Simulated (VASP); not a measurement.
Input of a VASP 6.6.1 run:

INCAR

```
PREC = Accurate ; ENCUT = 520
EDIFF = 1E-7 ; ISMEAR = 0
SIGMA = 0.1 ; LREAL = F
LASPH = T ; NELM = 80
ALGO = Normal ; ISIF = 2
LWAVE = F ; LCHARG = F
GGA = PS ; NBANDS = 15
```

KPOINTS

```
Automatic mesh
0
Gamma
  18 18 12
```

Contents of POSCAR:

```
HfB2
1.0
    3.1835507218      0.0000000000      0.0000000000
   -1.5917753609      2.7570357993      0.0000000000
    0.0000000000      0.0000000000      3.5261162013
Hf B
1 2
Direct
    0.0000000000      0.0000000000      0.0000000000
    0.3333333333      0.6666666667      0.5000000000
    0.6666666667      0.3333333333      0.5000000000
```

Potentials or basis: VASP PAW PBE potentials, release 64 (Hf_pv, B).

The run is started by

```sh
$ cat potpaw_PBE.64/Hf_pv/POTCAR potpaw_PBE.64/B/POTCAR > POTCAR
$ mpirun -np 1 vasp_std > vasp.out
```

(1) Estimate the pressure.

(2) What does it give for the band gap on the k mesh?

## Answers

(1) -13.8 GPa.

(2) zero (bands 8 and 9 overlap by 1.26 eV).

Caveat: the cell stands under tension; the PAW data sets were made with another functional, which shifts forces and pressure a little; spin-orbit coupling is left out, which moves the levels of the heavy elements.
